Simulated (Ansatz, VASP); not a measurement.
One calculation of CaZnGeH, two programs

```
Ca Zn Ge H
1.0
     4.00815    0.00000    0.00000
     0.00000    4.00815    0.00000
     0.00000    0.00000    8.47046
Ca Zn Ge H
2 2 2 2
Cartesian
  2.0041 0.0000 1.2198
  0.0000 2.0041 7.2506
  0.0000 0.0000 4.2352
  2.0041 2.0041 4.2352
  2.0041 0.0000 5.5620
  0.0000 2.0041 2.9085
  0.0000 0.0000 0.0000
  2.0041 2.0041 0.0000
```

Alike in both runs: task single point; functional r2SCAN; k mesh 4 × 4 × 2; occupations gaussian, width 0.1 eV; no spin polarisation.

|  | VASP | Ansatz |
| --- | --- | --- |
| version | VASP 6.6.1 | Ansatz 0.2.0 |
| potentials or method | VASP PAW PBE potentials, release 64 (Ca_sv, Zn, Ge_d, H), cutoff 520 eV | scalar-relativistic, plane waves, PAW |
| valence electrons in the cell | 74 | 74 |

Ansatz gave:

| Quantity | Value |
| --- | --- |
| gap on the k mesh at the Fermi level (eV) | none |
| pressure (GPa) | 3.4 |
| traceless stress, the component that is largest in VASP (GPa) | 2.27 |
| rms of the force components (eV/Å) | 0.700 |

Estimate VASP's values.

gap on the k mesh at the Fermi level (eV): none; pressure (GPa): 3.6; traceless stress, the component that is largest in VASP (GPa): 2.17; rms of the force components (eV/Å): 0.703.

VASP's potentials were made for PBE, not for r2SCAN. Atom by atom the forces differ by 0.006 eV/Å (rms over components). A gap of «none» marks a metal or a gap that the smearing closes. With one functional, cell and mesh, what is left measures potentials, basis and numerics.

The k mesh is coarse, so the values compare programs but aren't converged.
